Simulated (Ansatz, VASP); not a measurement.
**MgS in VASP and in Ansatz**

Contents of INCAR:

```
ALGO = Normal
EDIFF = 1E-6
ENCUT = 600
GGA = PS
GGA_COMPAT = F
ISIF = 2
ISMEAR = 0
LASPH = T
LCHARG = F
LREAL = F
LWAVE = F
NBANDS = 11
NELM = 120
PREC = Accurate
SIGMA = 0.05
```

KPOINTS

```
k-points
0
Gamma
  8 8 8
```

Contents of POSCAR:

```
MgS
1.0
    0.0000000000      2.4715675000      2.7317325000
    2.4715675000      0.0000000000      2.7317325000
    2.4715675000      2.4715675000      0.0000000000
Mg S
1 1
Direct
    0.0000000000      0.0000000000      0.0000000000
    0.5000000000      0.5000000000      0.5000000000
```

Input for Ansatz:

```yaml
crystal:
  lattice:
    - [0.0, 2.4715675, 2.7317325]
    - [2.4715675, 0.0, 2.7317325]
    - [2.4715675, 2.4715675, 0.0]
  atoms:
    - { symbol: Mg, position: [0.0, 0.0, 0.0] }
    - { symbol: S, position: [0.5, 0.5, 0.5] }
basis:
  ecutwfc: 420
kpoints:
  mp_grid: { grid: [8, 8, 8] }
hamiltonian:
  xc: pbesol
scf:
  occupations: { method: gaussian, width: 0.05 }
output:
  forces: true
  stress: true
  eigenvalues: true
```

Change from the starting cell: strain -0.050 along x and y, +0.050 along z, atoms carried along.

Alike in both runs: task single point; functional PBEsol; k mesh 8 × 8 × 8; occupations gaussian, width 0.05 eV; no spin polarisation.

|  | VASP | Ansatz |
| --- | --- | --- |
| version | VASP 6.6.1 | Ansatz 0.2.0 |
| potentials or method | VASP PAW PBE potentials, release 64 (Mg, S), cutoff 600 eV | scalar-relativistic, plane waves, PAW |
| valence electrons in the cell | 8 | 16 |

|  | VASP | Ansatz | Ansatz less VASP |
| --- | --- | --- | --- |
| gap on the k mesh at the Fermi level (eV) | 2.51 | 2.50 | -0.008 |
| least direct gap on the mesh (eV) | 3.81 | 3.80 | -0.003 |
| pressure (GPa) | 5.1 | 5.3 | +0.15 |
| traceless stress, the component that is largest in VASP (GPa) | -8.33 | -8.34 | -0.005 |

VASP's potentials were made for PBE, not for PBEsol. VASP's potentials hold 8 valence electrons a cell and Ansatz's 16, so a difference there can come from the potentials and not from the codes.
